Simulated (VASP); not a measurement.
# Al9C in VASP: single point with PBEsol

Aim: the single point of Al9C with PBEsol.

All numbers are computed with VASP 6.6.1; they aren't measurements. Logs are shortened: lines on timing, memory, paths and dates and some standing lists are left out, and cuts for length are marked.

## Step 1: The cell of the first run

The cell holds a slab with vacuum, 10 atoms: a = 2.836 Å, b = 2.836 Å, c = 34.138 Å, α = 90.00°, β = 90.00°, γ = 120.00°.

## Step 2: Single point, PBEsol

INCAR

```
SYSTEM = Al9C
PREC = Accurate ; ENCUT = 520
EDIFF = 1E-7 ; ISMEAR = 0
SIGMA = 0.1 ; LREAL = .False.
LASPH = .True. ; NELM = 80
ALGO = Normal ; ISIF = 2
LWAVE = .False. ; LCHARG = .False.
LDIPOL = .True. ; IDIPOL = 3
DIPOL = 0.5 0.5 0.423 ; GGA = PS
NBANDS = 26
```

KPOINTS

```
regular mesh
0
Gamma
  12 12 1
  0 0 0
```

POSCAR

```
Al9C
1.0
    2.8360890835      0.0000000000      0.0000000000
   -1.4180445418      2.4561251937      0.0000000000
    0.0000000000      0.0000000000     34.1378328992
Al C
9 1
Direct
    0.3333333333      0.6666666667      0.1171720540
    0.0000000000      0.0000000000      0.1854391542
    0.6666666667      0.3333333333      0.2537062546
    0.0000000000      0.0000000000      0.3219733548
    0.3333333333      0.6666666667      0.3896661170
    0.0000000000      0.0000000000      0.4573304552
    0.6666666667      0.3333333333      0.5260691483
    0.0000000000      0.0000000000      0.5941774963
    0.3333333333      0.6666666667      0.6631303447
    0.3333333333      0.6666666667      0.7214023340
```

Potentials or basis: VASP PAW PBE potentials, release 64 (Al, C).

Launch:

```sh
> cat potpaw_PBE.64/Al/POTCAR potpaw_PBE.64/C/POTCAR > POTCAR
> mpirun -np 1 vasp_std > vasp.out
```

OUTCAR:

```text
SYSTEM = Al9C
   PREC = Accurate
   ENCUT = 520
   EDIFF = 1E-7
   ISMEAR = 0
   LREAL = .False.
   LASPH = .True.
   NELM = 80
   ISIF = 2
   GGA = PS

 ion  position               nearest neighbor table
   1  0.333  0.667  0.117-   2 2.85   2 2.85   2 2.85
   2  0.000  0.000  0.185-   1 2.85   1 2.85   1 2.85   3 2.85   3 2.85   3 2.85
   3  0.667  0.333  0.254-   4 2.85   4 2.85   4 2.85   2 2.85   2 2.85   2 2.85
   4  0.000  0.000  0.322-   5 2.83   5 2.83   5 2.83   3 2.85   3 2.85   3 2.85
   5  0.333  0.667  0.390-   6 2.83   6 2.83   6 2.83   4 2.83   4 2.83   4 2.83
   6  0.000  0.000  0.457-   5 2.83   5 2.83   5 2.83   7 2.86   7 2.86   7 2.86
   7  0.667  0.333  0.526-   8 2.84   8 2.84   8 2.84   6 2.86   6 2.86   6 2.86
   8  0.000  0.000  0.594-   7 2.84   7 2.84   7 2.84   9 2.87   9 2.87   9 2.87
   9  0.333  0.667  0.663-  10 1.99   8 2.87   8 2.87   8 2.87
  10  0.333  0.667  0.721-   9 1.99

  LATTYP: Found a hexagonal cell.
 ALAT       =     2.8360890835
 C/A-ratio  =    12.0369395651

  Lattice vectors:

 A1 = (   2.8360890835,   0.0000000000,   0.0000000000)
 A2 = (  -1.4180445418,   2.4561251937,   0.0000000000)
 A3 = (   0.0000000000,   0.0000000000,  34.1378328992)

Analysis of symmetry for initial positions (statically):
=====================================================================
 Subroutine PRICEL returns:
 Original cell was already a primitive cell.

 Routine SETGRP: Setting up the symmetry group for a
 hexagonal supercell.

 Subroutine GETGRP returns: Found  6 space group operations
 (whereof  6 operations were pure point group operations)
 out of a pool of 24 trial point group operations.

The static configuration has the point symmetry C_3v.

Analysis of symmetry for dynamics (positions and initial velocities):
=====================================================================
 Subroutine PRICEL returns:
 Original cell was already a primitive cell.

 Routine SETGRP: Setting up the symmetry group for a
 hexagonal supercell.

 Subroutine GETGRP returns: Found  6 space group operations
 (whereof  6 operations were pure point group operations)
 out of a pool of 24 trial point group operations.

The dynamic configuration has the point symmetry C_3v.

 Subroutine INISYM returns: Found  6 space group operations
 (whereof  6 operations are pure point group operations),
 and found     1 'primitive' translations

----------------------------------------------------------------------------------------

                                     Primitive cell

  volume of cell :     237.7970

  direct lattice vectors                    reciprocal lattice vectors
     2.836089084  0.000000000  0.000000000     0.352598233  0.203572685  0.000000000
    -1.418044542  2.456125194  0.000000000     0.000000000  0.407145370  0.000000000
     0.000000000  0.000000000 34.137832899     0.000000000  0.000000000  0.029293014

  length of vectors
     2.836089084  2.836089084 34.137832899     0.407145370  0.407145370  0.029293014

  position of ions in fractional coordinates (direct lattice)
     0.333333333  0.666666667  0.117172054
     0.000000000  0.000000000  0.185439154
     0.666666667  0.333333333  0.253706255
     0.000000000  0.000000000  0.321973355
     0.333333333  0.666666667  0.389666117
     0.000000000  0.000000000  0.457330455
     0.666666667  0.333333333  0.526069148
     0.000000000  0.000000000  0.594177496
     0.333333333  0.666666667  0.663130345
     0.333333333  0.666666667  0.721402334

  ion indices of the primitive-cell ions
   primitive index   ion index
                 1           1
                 2           2
                 3           3
                 4           4
                 5           5
                 6           6
                 7           7
                 8           8
                 9           9
                10          10

----------------------------------------------------------------------------------------

 KPOINTS: regular mesh

Automatic generation of k-mesh.
 Grid dimensions read from file:
 generate k-points for:   12   12    1

 Generating k-lattice:

  Cartesian coordinates                     Fractional coordinates (reciprocal lattice)
     0.029383186  0.016964390  0.000000000     0.083333333 -0.000000000  0.000000000
     0.000000000  0.033928781  0.000000000     0.000000000  0.083333333  0.000000000
     0.000000000  0.000000000  0.029293014     0.000000000  0.000000000  1.000000000

  Length of vectors
     0.033928781  0.033928781  0.029293014

  Shift w.r.t. Gamma in fractional coordinates (k-lattice)
     0.000000000  0.000000000  0.000000000

 Subroutine IBZKPT returns following result:
 ===========================================

 Found     19 irreducible k-points:

 Following reciprocal coordinates:
            Coordinates               Weight
  0.000000  0.000000  0.000000      1.000000
  0.083333  0.000000  0.000000      6.000000
  0.166667  0.000000  0.000000      6.000000
  0.250000  0.000000  0.000000      6.000000
  0.333333  0.000000  0.000000      6.000000
  0.416667  0.000000  0.000000      6.000000
[... 11 lines left out ...]
  0.333333  0.250000  0.000000     12.000000
  0.333333  0.333333  0.000000      2.000000
   k-points           NKPTS =     19   k-points in BZ     NKDIM =     19   number of bands    NBANDS=     26
   number of dos      NEDOS =    301   number of ions     NIONS =     10
   total plane-waves  NPLWV = 147456
   dimension x,y,z NGX =    24 NGY =   24 NGZ =  256
   dimension x,y,z NGXF=    48 NGYF=   48 NGZF=  512
   ions per type =               9   1
   NGX,Y,Z   is equivalent  to a cutoff of  14.07, 14.07, 12.47 a.u.
   NGXF,Y,Z  is equivalent  to a cutoff of  28.14, 28.14, 24.93 a.u.
 SYSTEM =  Al9C
   PREC   = accura    normal or accurate (medium, high low for compatibility)
   ISTART =      0    job   : 0-new  1-cont  2-samecut
   ICHARG =      2    charge: 1-file 2-atom 10-const
   ISPIN  =      1    spin polarized calculation?
   LNONCOLLINEAR =      F non collinear calculations
   LSORBIT =      F    spin-orbit coupling
   LASPH  =      T    aspherical Exc in radial PAW
   ENCUT  =  520.0 eV  38.22 Ry    6.18 a.u.   5.27  5.27 63.47*2*pi/ulx,y,z
   NELM   =     80;   NELMIN=  2; NELMDL= -5     # of ELM steps
   EDIFF  = 0.1E-06   stopping-criterion for ELM
   LREAL  =      F    real-space projection
   EDIFFG = 0.1E-05   stopping-criterion for IOM
   NSW    =      0    number of steps for IOM
   IBRION =     -1    ionic relax: 0-MD 1-quasi-New 2-CG
   NFREE  =      0    steps in history (QN), initial steepest desc. (CG)
   ISIF   =      2    stress and relaxation
   ISYM   =      2    0-nonsym 1-usesym 2-fastsym
   POTIM  = 0.5000    time-step for ionic-motion
   TEBEG  =    0.0;   TEEND  =   0.0 temperature during run
   PSTRESS=    0.0 pullay stress
   NELECT =      31.0000    total number of electrons
   NUPDOWN=      -1.0000    fix difference up-down
   EMIN   =  10.00;   EMAX   =-10.00  energy-range for DOS
   EFERMI =   0.00;   METHOD = LEGACY
   ISMEAR =     0;   SIGMA  =   0.10  broadening in eV -4-tet -1-fermi 0-gaus
   EFERMI_NEDOS =   21; number of points for ismear=-14 and -15
   IALGO  =     38    algorithm
   IMIX   =      4    mixing-type and parameters
     AMIX     =   0.40;   BMIX     =  1.00
     AMIX_MAG =   1.60;   BMIX_MAG =  1.00
  volume/ion in A,a.u.               =      23.78       160.47
  Fermi-wavevector in a.u.,A,eV,Ry     =   0.830093  1.568648  9.375149  0.689054
  Thomas-Fermi vector in A             =   1.942751
   LORBIT       =      0    0 simple, 1 ext, 2 COOP (PROOUT), +10 PAW based schemes
   GGA     = PS    functional components
   LHFCALC =     F    Hartree Fock is set to
   AEXX    =    0.0000 exact exchange contribution
   IVDW    =     0    specifies the selected vdW correction
   LEPSILON=     F    determine dielectric tensor
   LRPA    =     F    only Hartree local field effects (RPA)
 non-spin polarized calculation
 Gauss-broadening in eV      SIGMA  =   0.10
  energy-cutoff  :      520.00
  volume of cell :      237.80
 maximum number of plane-waves:      6440
 NGX is ok and might be reduce to    24
   NGX = 11   NGY = 11   NGZ =127

 dipolmoment           0.000000      0.000000     -0.005830 electrons x Angstroem

 number of electron      31.0000000 magnetization

 dipolmoment           0.000000      0.000000      0.128607 electrons x Angstroem

 Free energy of the ion-electron system (eV)
  ---------------------------------------------------
  ext. energy  EPLUGINS =         0.00000000
  ---------------------------------------------------
  free energy    TOTEN  =       -40.55372596 eV

  energy without entropy =      -40.53257593  energy(sigma->0) =      -40.54315095

 E-fermi :   3.1102     XC(G=0):  -7.3243

 val. band max:        3.0718459596   @ k =   0.3333   0.1667   0.0000
 cond. band min:       3.1252968575   @ k =   0.2500   0.1667   0.0000
 fundamental gap:      0.0534508979
 Fermi energy:         3.1101876647

 k-point     1 :       0.0000    0.0000    0.0000
  band No.  band energies     occupation
      1      -8.2454      2.00000
      2      -8.0431      2.00000
      3      -7.7394      2.00000
      4      -7.3296      2.00000
      5      -6.7546      2.00000
      6      -6.0325      2.00000
[... 18 lines left out ...]
     25      12.8659      0.00000
     26      14.0307      0.00000

 k-point     2 :       0.0833    0.0000    0.0000
  band No.  band energies     occupation
      1      -8.1032      2.00000
      2      -7.8757      2.00000
      3      -7.5725      2.00000
      4      -7.1637      2.00000
      5      -6.5889      2.00000
      6      -5.8677      2.00000
[... 485 lines left out ...]
 k-point    19 :       0.3333    0.3333    0.0000
  band No.  band energies     occupation
      1      -4.6234      2.00000
      2      -0.2342      2.00000
      3      -0.1057      2.00000
      4      -0.1022      2.00000
      5       0.0221      2.00000
      6       0.1224      2.00000
[... 18 lines left out ...]
     25       4.2836      0.00000
     26       4.6818      0.00000

------------------------ aborting loop because EDIFF is reached ----------------------------------------

 vacuum level on the upper side and lower side of the slab       (xc-potential included)         1.551        -1.758

  FORCE on cell =-STRESS in cart. coord.  units (eV):
  Direction    XX          YY          ZZ          XY          YZ          ZX
  --------------------------------------------------------------------------------------
  -------------------------------------------------------------------------------------
  Total       -2.2852352     -2.2852352     -0.6129479      0.0000000      0.0000000      0.0000000
  in kB      -15.3969668    -15.3969668     -4.1297884      0.0000000      0.0000000      0.0000000
  external PRESSURE =     -11.6412406 kB  Pullay stress =       0.0000000 kB

 VOLUME and BASIS-vectors are now :
 -----------------------------------------------------------------------------
  energy-cutoff  :      520.00
  volume of cell :      237.80
      direct lattice vectors                 reciprocal lattice vectors
     2.836089084  0.000000000  0.000000000     0.352598233  0.203572685  0.000000000
    -1.418044542  2.456125194  0.000000000     0.000000000  0.407145370  0.000000000
     0.000000000  0.000000000 34.137832899     0.000000000  0.000000000  0.029293014

 POSITION                                       TOTAL-FORCE (eV/Angst)
 -----------------------------------------------------------------------------------
     -0.00000      1.63742      4.00000         0.000000     -0.000000     -0.025014
      0.00000      0.00000      6.33049         0.000000     -0.000000      0.101687
      1.41804      0.81871      8.66098        -0.000000     -0.000000     -0.080282
      0.00000      0.00000     10.99147        -0.000000      0.000000     -0.002614
     -0.00000      1.63742     13.30236        -0.000000     -0.000000      0.015198
      0.00000      0.00000     15.61227        -0.000000      0.000000      0.054360
      1.41804      0.81871     17.95886        -0.000000      0.000000     -0.057463
      0.00000      0.00000     20.28393         0.000000      0.000000      0.150954
     -0.00000      1.63742     22.63783        -0.000000     -0.000000     -0.176520
     -0.00000      1.63742     24.62711        -0.000000     -0.000000      0.019694
 -----------------------------------------------------------------------------------
    total drift:                                0.000000     -0.000000     -0.000104

  FREE ENERGIE OF THE ION-ELECTRON SYSTEM (eV)
  ---------------------------------------------------
  free  energy   TOTEN  =       -40.5537259589 eV

  energy  without entropy=      -40.5325759334  energy(sigma->0) =      -40.54315095

 vacuum level on the upper side and lower side of the slab        10.407         7.040
```

Wall time 11 min (1 thread of Intel Xeon 8259CL, shared host); peak memory 0.43 GiB.

What came out:

```
Free energy            : -40.5537 eV
Largest force          : 0.177 eV/Å
Band gap on the k mesh : zero (an odd number of electrons rules out a gap without spin polarisation)
```

Forces on the atoms (eV/Å):
```
Al   0.000  0.000 -0.025
Al   0.000  0.000  0.102
Al   0.000  0.000 -0.080
Al   0.000  0.000 -0.003
Al   0.000  0.000  0.015
Al   0.000  0.000  0.054
Al   0.000  0.000 -0.057
Al   0.000  0.000  0.151
Al   0.000  0.000 -0.177
C    0.000  0.000  0.020
```

Caveat: the PAW data sets were made with another functional, which shifts forces and pressure a little.
